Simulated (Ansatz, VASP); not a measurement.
This is a calculation of Ge for Ansatz 0.2.0.

The input input.yaml:

```yaml
crystal:
  lattice:
    - [-2.574489719, 2.574489719, 1.3974126432]
    - [2.574489719, -2.574489719, 1.3974126432]
    - [2.574489719, 2.574489719, -1.3974126432]
  atoms:
    - { symbol: Ge, position: [0.5, 0.5, 0.0] }
    - { symbol: Ge, position: [0.25, 0.75, 0.5] }
hamiltonian:
  xc: pbesol
  pseudopotentials: { kind: paw }
kpoints:
  mp_grid: { grid: [11, 11, 11] }
scf:
  occupations: { method: fermi_dirac, width: 0.05 }
output:
  forces: true
  stress: true
relax:
  f_tol: 0.01
  max_steps: 40
  cell: { stress_tol: 0.05 }
```

Potentials or basis: Ansatz PAW.

Command:

```console
$ ansatz run input.yaml --threads 2 --pin off --max-ram 5632MiB --backend cpu --events-out ev --progress --plain --runs-dir out
```

Question: Set up the same calculation for VASP 6.6.1. Potentials there: VASP PAW PBE potentials, release 64 (Ge_d).

Answer: As run (the cutoff follows the program's own potentials):

File INCAR:

```
PREC = Accurate
ENCUT = 600
EDIFF = 1E-6
ISMEAR = -1
SIGMA = 0.05
LREAL = F
LASPH = T
NELM = 100
ALGO = Normal
ISIF = 3
LWAVE = F
LCHARG = F
GGA = PS
IBRION = 2
NSW = 60
EDIFFG = -0.01
```

Contents of KPOINTS:

```
regular mesh
0
Gamma
  11 11 11
```

Contents of POSCAR:

```
Ge
1.0
   -2.5744897190      2.5744897190      1.3974126432
    2.5744897190     -2.5744897190      1.3974126432
    2.5744897190      2.5744897190     -1.3974126432
Ge
2
Direct
    0.5000000000      0.5000000000      0.0000000000
    0.2500000000      0.7500000000      0.5000000000
```

Potentials or basis: VASP PAW PBE potentials, release 64 (Ge_d).

Command:

```sh
$ cat potpaw_PBE.64/Ge_d/POTCAR > POTCAR
$ mpirun -np 1 vasp_std > vasp.out
```

Both were run:

|  | VASP | Ansatz | Ansatz less VASP |
| --- | --- | --- | --- |
| relaxed volume (Å³/atom) | 18.39 | 18.38 | -0.013 |
| relaxed cell length with the largest relative difference (Å) | 3.893 | 3.892 | -0.0015 |

VASP's potentials were made for PBE, not for PBEsol.

Noted on Ansatz's run: the plane-wave basis is chosen anew once the cell has moved, so the energies of steps on either side of that aren't comparable.
